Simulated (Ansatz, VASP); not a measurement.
RbBr: VASP beside Ansatz

File POSCAR:

```
RbBr
1.0
    5.8901389857      0.0000000000      0.0000000000
   -2.9450694929      5.1010099934      0.0000000000
    0.0000000000      0.0000000000      6.8703326266
Rb Br
2 2
Direct
    0.3333333333      0.6666666667     -0.0625000000
    0.6666666667      0.3333333333      0.4375000000
    0.3333333333      0.6666666667      0.4375000000
    0.6666666667      0.3333333333      0.9375000000
```

File INCAR.step1:

```
PREC     = Accurate       # precision mode
ENCUT    = 520            # plane-wave cutoff, eV
ISMEAR   = 0              # smearing method
SIGMA    = 0.01           # smearing width, eV
LREAL    = False          # projectors in reciprocal space
LASPH    = True           # aspherical terms in the spheres
NELM     = 80             # most SCF steps
NBANDS   = 24             # bands
GGA      = PE             # functional
ALGO     = Normal         # electronic algorithm
EDIFF    = 1E-4           # SCF threshold, eV
LWAVE    = True           # write WAVECAR
LCHARG   = False          # write CHGCAR
```

The input INCAR.step2:

```
PREC     = Accurate       # precision mode
ENCUT    = 520            # plane-wave cutoff, eV
EDIFF    = 1E-6           # SCF threshold, eV
ISMEAR   = 0              # smearing method
SIGMA    = 0.01           # smearing width, eV
LREAL    = False          # projectors in reciprocal space
LASPH    = True           # aspherical terms in the spheres
NELM     = 80             # most SCF steps
ALGO     = Normal         # electronic algorithm
ISIF     = 2              # what is computed and relaxed
LWAVE    = False          # write WAVECAR
LCHARG   = False          # write CHGCAR
METAGGA  = R2SCAN         # meta-GGA
LMIXTAU  = True         
NBANDS   = 24             # bands
ISTART   = 1
```

Contents of KPOINTS:

```
Automatic mesh
0
Gamma
  6 6 4
```

Input for Ansatz:

```yaml
crystal:
  lattice:
    - [5.8901389857, 0.0, 0.0]
    - [-2.9450694929, 5.1010099934, 0.0]
    - [0.0, 0.0, 6.8703326266]
  atoms:
    - { symbol: Rb, position: [0.3333333333, 0.6666666667, -0.0625] }
    - { symbol: Rb, position: [0.6666666667, 0.3333333333, 0.4375] }
    - { symbol: Br, position: [0.3333333333, 0.6666666667, 0.4375] }
    - { symbol: Br, position: [0.6666666667, 0.3333333333, 0.9375] }
kpoints:
  mp_grid: { grid: [6, 6, 4] }
  band_path:
    path:
      - [0.0, 0.0, 0.0]
      - [0.5, 0.0, 0.0]
      - [0.3333333333, 0.3333333333, 0.0]
      - [0.0, 0.0, 0.5]
      - [0.5, 0.0, 0.5]
      - [0.3333333333, 0.3333333333, 0.5]
    npoints: 1
hamiltonian:
  xc: r2scan
scf:
  occupations: { method: fixed }
  n_extra_bands: 5
output:
  forces: true
  stress: true
  eigenvalues: true
```

Alike in both runs: task single point; functional r2SCAN; k mesh 6 × 6 × 4; no spin polarisation.

```csv
,VASP,Ansatz
version,VASP 6.6.1,Ansatz 0.2.0
potentials or method,"VASP PAW PBE potentials, release 64 (Rb_sv, Br)","plane waves, PAW"
plane-wave cutoff (eV),520,500
occupations,"gaussian, width 0.01 eV",fixed
valence electrons in the cell,32,32
```

|  | VASP | Ansatz | Ansatz less VASP |
| --- | --- | --- | --- |
| gap on the k mesh at the Fermi level (eV) | 4.65 | 4.65 | +0.001 |
| pressure (GPa) | 0.0 | 0.0 | -0.02 |

VASP's potentials were made for PBE, not for r2SCAN.
